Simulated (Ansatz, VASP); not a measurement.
Two plane-wave programs on Ti3H

File INCAR:

```
SYSTEM = Ti3H
  PREC = Accurate
  ENCUT = 520
  EDIFF = 1E-6
  ISMEAR = 0
  SIGMA = 0.1
  LREAL = .FALSE.
  LASPH = .TRUE.
  NELM = 100
  ALGO = Normal
  ISIF = 2
  LWAVE = .FALSE.
  LCHARG = .FALSE.
  LDIPOL = .TRUE.
  IDIPOL = 3
  DIPOL = 0.5 0.5 0.343
  GGA = PE
  NBANDS = 47
```

KPOINTS

```
Automatic mesh
0
G
  6 6 1
  0 0 0
```

File POSCAR:

```
Ti3H
1.0
    4.6037402164      0.0000000000      0.0000000000
   -2.3018701082      3.9869559799      0.0000000000
    0.0000000000      0.0000000000     22.4968206792
Ti H
6 2
Direct
    0.6666666667      0.3333333333      0.1778029019
    0.3333333333      0.6666666667      0.2195747837
    0.0000000000      0.0000000000      0.2613466656
    0.6666666667      0.3333333333      0.2980472718
    0.3333333333      0.6666666667      0.3304570052
    0.0000000000      0.0000000000      0.3776898434
    0.4001898503      1.0000000000      0.5377124551
    0.5998101497      1.0000000000      0.5377124551
```

Input for Ansatz:

```yaml
crystal:
  lattice:
    - [4.6037402164, 0.0, 0.0]
    - [-2.3018701082, 3.9869559799, 0.0]
    - [0.0, 0.0, 22.4968206792]
  atoms:
    - { symbol: Ti, position: [0.6666666667, 0.3333333333, 0.1778029019] }
    - { symbol: Ti, position: [0.3333333333, 0.6666666667, 0.2195747837] }
    - { symbol: Ti, position: [0.0, 0.0, 0.2613466656] }
    - { symbol: Ti, position: [0.6666666667, 0.3333333333, 0.2980472718] }
    - { symbol: Ti, position: [0.3333333333, 0.6666666667, 0.3304570052] }
    - { symbol: Ti, position: [0.0, 0.0, 0.3776898434] }
    - { symbol: H, position: [0.4001898503, 1.0, 0.5377124551] }
    - { symbol: H, position: [0.5998101497, 1.0, 0.5377124551] }
basis:
  ecutwfc: 420
kpoints:
  mp_grid: { grid: [6, 6, 1] }
hamiltonian:
  xc: pbe
  pseudopotentials: { kind: paw, azcp: { folder: soft_1 } }
scf:
  occupations: { method: gaussian, width: 0.1 }
output:
  forces: true
  eigenvalues: true
  write_density: true
  write_potential: true
  elf: true
  volumetric_format: npy
efield:
  axis: 3
  dipole_correction: true
  ramp_width: 0.04
```

Alike in both runs: task single point; functional PBE; k mesh 6 × 6 × 1; occupations gaussian, width 0.1 eV; no spin polarisation.

|  | VASP | Ansatz |
| --- | --- | --- |
| version | VASP 6.6.1 | Ansatz 0.2.0 |
| potentials or method | VASP PAW PBE potentials, release 64 (Ti_sv, H), cutoff 520 eV | scalar-relativistic, plane waves, PAW |
| valence electrons in the cell | 74 | 74 |

```csv
,VASP,Ansatz,Ansatz less VASP
gap on the k mesh at the Fermi level (eV),none,none,-
rms of the force components (eV/Å),1.030,1.030,+0.0001
```

Atom by atom the forces differ by 0.005 eV/Å (rms over components). A gap of «none» marks a metal or a gap that the smearing closes. Ansatz's warnings: xc potential rough in thin density.
